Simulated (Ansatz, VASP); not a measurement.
## Si in VASP and in Ansatz

```
Si
1.0
     0.00000    2.59409    2.89345
     2.59409    0.00000    2.89345
     2.59409    2.59409    0.00000
Si
2
Cartesian
  2.5941 2.5941 2.8935
  3.8911 3.8911 4.3402
```

Alike in both runs: task single point; functional PBE; k mesh 10 × 10 × 10; occupations gaussian, width 0.05 eV; no spin polarisation.

|  | VASP | Ansatz |
| --- | --- | --- |
| version | VASP 6.6.1 | Ansatz 0.2.0 |
| potentials or method | VASP PAW PBE potentials, release 64 (Si), cutoff 520 eV | scalar-relativistic, plane waves, PAW |
| valence electrons in the cell | 8 | 8 |

|  | VASP | Ansatz | Ansatz less VASP |
| --- | --- | --- | --- |
| gap on the k mesh at the Fermi level (eV) | none | none | - |
| pressure (GPa) | 4.4 | 4.4 | +0.07 |
| traceless stress, the component that is largest in VASP (GPa) | -8.23 | -8.21 | +0.022 |

A gap of «none» marks a metal or a gap that the smearing closes.
